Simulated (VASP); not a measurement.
# AlAu2 (I4/mmm) in VASP: a series of runs, part 2 of 3

VASP 6.6.1. The steps go on from the part before.

### Step 4. Single point, LDA (c/a of the conventional cell at fixed volume 2.6198)

The input, INCAR:

```
SYSTEM = AlAu2
  PREC = Accurate
  ENCUT = 520
  EDIFF = 1E-6
  ISMEAR = 0
  SIGMA = 0.15
  LREAL = .False.
  LASPH = .True.
  NELM = 100
  ALGO = Fast
  ISIF = 2
  LWAVE = .False.
  LCHARG = .True.
  LELF = .True.
  LVHAR = .True.
  NBANDS = 20
```

The input, KPOINTS:

```
regular mesh
0
Gamma
  16 16 16
  0 0 0
```

The input, POSCAR:

```
AlAu2
1.0
   -1.6523234788      1.6523234788      4.3287266251
    1.6523234788     -1.6523234788      4.3287266251
    1.6523234788      1.6523234788     -4.3287266251
Al Au
1 2
Direct
    0.0000000000      0.0000000000      0.0000000000
    0.6454920683      0.6454920683      0.0000000000
    0.3545079317      0.3545079317      0.0000000000
```

Potentials or basis: VASP PAW LDA potentials, release 64 (Al, Au).

On the command line:

```sh
cat potpaw_LDA.64/Al/POTCAR potpaw_LDA.64/Au/POTCAR > POTCAR
mpirun -np 1 vasp_std > vasp.out
```

OUTCAR:

```text
SYSTEM = AlAu2
   PREC = Accurate
   ENCUT = 520
   EDIFF = 1E-6
   ISMEAR = 0
   LREAL = .False.
   LASPH = .True.
   NELM = 100
   ISIF = 2

 ion  position               nearest neighbor table
   1  0.000  0.000  0.000-   2 2.65   2 2.65   2 2.65   3 2.65   2 2.65   3 2.65   3 2.65   3 2.65
                             2 3.07   3 3.07
   2  0.645  0.645  0.000-   3 2.52   1 2.65   1 2.65   1 2.65   1 2.65   3 2.96   3 2.96   3 2.96
                             3 2.96   1 3.07
   3  0.355  0.355  0.000-   2 2.52   1 2.65   1 2.65   1 2.65   1 2.65   2 2.96   2 2.96   2 2.96
                             2 2.96   1 3.07

  LATTYP: Found a body centered tetragonal cell.
 ALAT       =     3.3046469576
 C/A-ratio  =     2.6197815867

  Lattice vectors:

 A1 = (  -1.6523234788,   1.6523234788,   4.3287266251)
 A2 = (   1.6523234788,  -1.6523234788,   4.3287266251)
 A3 = (   1.6523234788,   1.6523234788,  -4.3287266251)

Analysis of symmetry for initial positions (statically):
=====================================================================
 Subroutine PRICEL returns:
 Original cell was already a primitive cell.

 Routine SETGRP: Setting up the symmetry group for a
 body centered tetragonal supercell.

 Subroutine GETGRP returns: Found 16 space group operations
 (whereof 16 operations were pure point group operations)
 out of a pool of 16 trial point group operations.

The static configuration has the point symmetry D_4h.

Analysis of symmetry for dynamics (positions and initial velocities):
=====================================================================
 Subroutine PRICEL returns:
 Original cell was already a primitive cell.

 Routine SETGRP: Setting up the symmetry group for a
 body centered tetragonal supercell.

 Subroutine GETGRP returns: Found 16 space group operations
 (whereof 16 operations were pure point group operations)
 out of a pool of 16 trial point group operations.

The dynamic configuration has the point symmetry D_4h.

 Subroutine INISYM returns: Found 16 space group operations
[... 119 lines left out ...]
     AMIX_MAG =   1.60;   BMIX_MAG =  1.00
  volume/ion in A,a.u.               =      15.76       106.34
  Fermi-wavevector in a.u.,A,eV,Ry     =   1.323888  2.501786 23.846668  1.752681
  Thomas-Fermi vector in A             =   2.453463
   LORBIT       =      0    0 simple, 1 ext, 2 COOP (PROOUT), +10 PAW based schemes
   GGA     = CA    functional components
   LHFCALC =     F    Hartree Fock is set to
   AEXX    =    0.0000 exact exchange contribution
   IVDW    =     0    specifies the selected vdW correction
   LEPSILON=     F    determine dielectric tensor
   LRPA    =     F    only Hartree local field effects (RPA)
 non-spin polarized calculation
 RMM-DIIS sequential band-by-band and
 Gauss-broadening in eV      SIGMA  =   0.15
  energy-cutoff  :      520.00
  volume of cell :       47.27
 maximum number of plane-waves:      1292
 NGX is ok and might be reduce to    40
   NGX = 19   NGY = 19   NGZ = 19

 number of electron      25.0000000 magnetization

 Free energy of the ion-electron system (eV)
  ---------------------------------------------------
  ext. energy  EPLUGINS =         0.00000000
  ---------------------------------------------------
  free energy    TOTEN  =       -13.95205808 eV

  energy without entropy =      -13.94514315  energy(sigma->0) =      -13.94860061

 E-fermi :  10.2169     XC(G=0): -12.4621

 val. band max:       10.2087006722   @ k =   0.3125   0.1250   0.1250
 cond. band min:      10.2174092409   @ k =  -0.4375   0.3125   0.0625
 fundamental gap:      0.0087085687
 Fermi energy:        10.2168551480

 k-point     1 :       0.0000    0.0000    0.0000
  band No.  band energies     occupation
      1      -1.2220      2.00000
      2       3.2378      2.00000
      3       3.8256      2.00000
      4       4.0614      2.00000
      5       4.4326      2.00000
      6       4.7032      2.00000
[... 541 lines left out ...]
     19      18.6628      0.00000
     20      20.5160      0.00000

 [... further k-points ...]

------------------------ aborting loop because EDIFF is reached ----------------------------------------

  FORCE on cell =-STRESS in cart. coord.  units (eV):
  Direction    XX          YY          ZZ          XY          YZ          ZX
  --------------------------------------------------------------------------------------
  -------------------------------------------------------------------------------------
  Total       -0.0835901     -0.0835901      3.9883356      0.0000000      0.0000000      0.0000000
  in kB       -2.8330545     -2.8330545    135.1736290      0.0000000      0.0000000      0.0000000
  external PRESSURE =      43.1691733 kB  Pullay stress =       0.0000000 kB

 VOLUME and BASIS-vectors are now :
 -----------------------------------------------------------------------------
  energy-cutoff  :      520.00
  volume of cell :       47.27
      direct lattice vectors                 reciprocal lattice vectors
    -1.652323479  1.652323479  4.328726625     0.000000000  0.302604185  0.115507410
     1.652323479 -1.652323479  4.328726625     0.302604185  0.000000000  0.115507410
     1.652323479  1.652323479 -4.328726625     0.302604185  0.302604185  0.000000000

 POSITION                                       TOTAL-FORCE (eV/Angst)
 -----------------------------------------------------------------------------------
      0.00000      0.00000      0.00000        -0.000000     -0.000000     -0.000000
      0.00000      0.00000      5.58832        -0.000000     -0.000000      2.526185
      0.00000      0.00000      3.06914         0.000000      0.000000     -2.526185
 -----------------------------------------------------------------------------------
    total drift:                               -0.000000      0.000000     -0.000000

  FREE ENERGIE OF THE ION-ELECTRON SYSTEM (eV)
  ---------------------------------------------------
  free  energy   TOTEN  =       -13.9520580787 eV

  energy  without entropy=      -13.9451431503  energy(sigma->0) =      -13.94860061
```

OSZICAR:

```text
N       E                     dE             d eps       ncg     rms          rms(c)
DAV:   1     0.127343670140E+03    0.12734E+03   -0.11847E+04 14048   0.112E+03
DAV:   2    -0.122242183046E+02   -0.13957E+03   -0.13333E+03 15368   0.250E+02
DAV:   3    -0.154402913676E+02   -0.32161E+01   -0.31973E+01 16376   0.369E+01
DAV:   4    -0.154579854297E+02   -0.17694E-01   -0.17692E-01 15268   0.311E+00
DAV:   5    -0.154581554897E+02   -0.17006E-03   -0.17006E-03 16044   0.319E-01    0.144E+01
RMM:   6    -0.140398640405E+02    0.14183E+01   -0.33703E+00 13976   0.119E+01    0.834E+00
RMM:   7    -0.139775634752E+02    0.62301E-01   -0.15073E-01 14596   0.253E+00    0.433E+00
RMM:   8    -0.139522392049E+02    0.25324E-01   -0.20351E-02 14410   0.927E-01    0.279E-01
RMM:   9    -0.139521331097E+02    0.10610E-03   -0.32785E-03 15209   0.366E-01    0.150E-01
RMM:  10    -0.139520539234E+02    0.79186E-04   -0.48084E-04 15364   0.152E-01    0.452E-02
RMM:  11    -0.139520572004E+02   -0.32771E-05   -0.73750E-05 15447   0.603E-02    0.205E-02
RMM:  12    -0.139520578086E+02   -0.60820E-06   -0.14925E-05 15416   0.248E-02    0.646E-03
RMM:  13    -0.139520580787E+02   -0.27010E-06   -0.36539E-06 11778   0.113E-02
   1 F= -.13952058E+02 E0= -.13948601E+02  d E =-.691493E-02
```

stdout:

```text
POSCAR found type information on POSCAR AlAu
 POSCAR found :  2 types and       3 ions
 scaLAPACK will be used
 LDA part: xc-table for (Slater(with rela. corr.)+CA(PZ))
 , standard interpolation
 POSCAR, INCAR and KPOINTS ok, starting setup
 FFT: planning ... GRIDC
 FFT: planning ... GRID_SOFT
 FFT: planning ... GRID
 WAVECAR not read
 entering main loop
```

Run time: 5.7 min. Hardware: 1 thread of Intel Xeon 6975P-C (Granite Rapids), shared host; peak memory 0.42 GiB.

Results:

```yaml
Free_energy: -13.9521 eV
Pressure: 4.3 GPa
Largest_force: 2.526 eV/Å
```

Forces on the atoms (eV/Å):
```
Al   0.000  0.000  0.000
Au   0.000  0.000  2.526
Au   0.000  0.000 -2.526
```

Stress tensor (GPa, compression positive):
```
-0.28  0.00  0.00
 0.00 -0.28  0.00
 0.00  0.00 13.52
```

Caveat: spin-orbit coupling is left out, which moves the levels of the heavy elements; forces of over 1 eV/Å act on the atoms, so gaps and moduli don't describe the material at rest.

### Step 5. Single point, LDA (c/a of the conventional cell at fixed volume 2.4801)

The input, INCAR:

```
SYSTEM = AlAu2
  PREC = Accurate
  ENCUT = 520
  EDIFF = 1E-7
  ISMEAR = 0
  SIGMA = 0.15
  LREAL = .False.
  LASPH = .True.
  NELM = 60
  ALGO = Fast
  ISIF = 2
  LWAVE = .False.
  LCHARG = .False.
  GGA = CA
  NBANDS = 20
```

The input, KPOINTS:

```
Automatic mesh
0
Gamma
  16 16 16
  0 0 0
```

The input, POSCAR:

```
AlAu2
1.0
   -1.6827788245      1.6827788245      4.1734597627
    1.6827788245     -1.6827788245      4.1734597627
    1.6827788245      1.6827788245     -4.1734597627
Al Au
1 2
Direct
    0.0000000000      0.0000000000      0.0000000000
    0.6454920683      0.6454920683      0.0000000000
    0.3545079317      0.3545079317      0.0000000000
```

On the command line:

```sh
cat potpaw_LDA.64/Al/POTCAR potpaw_LDA.64/Au/POTCAR > POTCAR
mpirun -np 1 vasp_std > vasp.out
```

It took 4.6 min on 1 thread of Intel Xeon 6975P-C (Granite Rapids), shared host; peak memory 0.41 GiB.

The run converged. Its results:

| Property | Result |
| --- | --- |
| Free energy | -13.7385 eV |
| Pressure | 7.7 GPa |
| Largest force | 3.850 eV/Å |

Forces on the atoms (eV/Å):
```
Al   0.000  0.000  0.000
Au   0.000  0.000  3.850
Au   0.000  0.000 -3.850
```

Stress tensor (GPa, compression positive):
```
-1.08  0.00  0.00
 0.00 -1.08  0.00
 0.00  0.00 25.19
```

Levels at points of the mesh, in eV from the Fermi level:
| k point | band 8 | band 9 | band 10 | band 11 | band 12 | band 13 | band 14 | band 15 | band 16 | band 17 |
| --- | --- | --- | --- | --- | --- | --- | --- | --- | --- | --- |
| (0.00, 0.00, 0.00) | -5.34 | -4.59 | -4.59 | -3.80 | -0.88 | 2.75 | 5.44 | 5.44 | 6.82 | 6.82 |
| (0.50, 0.00, 0.00) | -4.53 | -4.20 | -3.37 | -3.35 | -3.32 | -1.79 | 2.19 | 7.46 | 7.57 | 7.97 |
| (0.50, 0.50, 0.00) | -3.67 | -3.32 | -3.18 | -3.16 | -1.83 | 1.26 | 1.36 | 1.57 | 1.93 | 5.82 |
| (0.50, 0.50, 0.50) | -4.75 | -4.28 | -3.20 | -3.20 | -2.55 | 2.29 | 2.29 | 6.78 | 7.57 | 8.11 |

Caveat: spin-orbit coupling is left out, which moves the levels of the heavy elements; forces of over 1 eV/Å act on the atoms, so gaps and moduli don't describe the material at rest.

(Part 2 of 3 ends here.)
